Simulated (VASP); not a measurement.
Input of a VASP 6.6.1 run:

The input INCAR:

```
ALGO = Normal
EDIFF = 1E-6
ENCUT = 500
GGA = PE
GGA_COMPAT = F
ISIF = 2
ISMEAR = -1
LASPH = T
LCHARG = T
LELF = T
LREAL = F
LVHAR = T
LWAVE = F
NBANDS = 11
NELM = 120
PREC = Accurate
SIGMA = 0.05
```

Contents of KPOINTS:

```
k-points
0
Gamma
  17 17 17
```

POSCAR

```
Pd
1.0
    0.0000000000      1.9465000000      1.9465000000
    1.9465000000      0.0000000000      1.9465000000
    1.9465000000      1.9465000000      0.0000000000
Pd
1
Direct
    0.0000000000      0.0000000000      0.0000000000
```

Potentials or basis: VASP PAW PBE potentials, release 64 (Pd).

The run is started by

```console
$ cat potpaw_PBE.64/Pd/POTCAR > POTCAR
$ mpirun -np 1 vasp_std > vasp.out
```

(1) What does it give for the band gap on the k mesh?

(2) Estimate the pressure.

## Answers

(1) zero (band 5 reaches 10.04 eV, above the bottom of band 6 at 8.48 eV).

(2) 6.9 GPa.
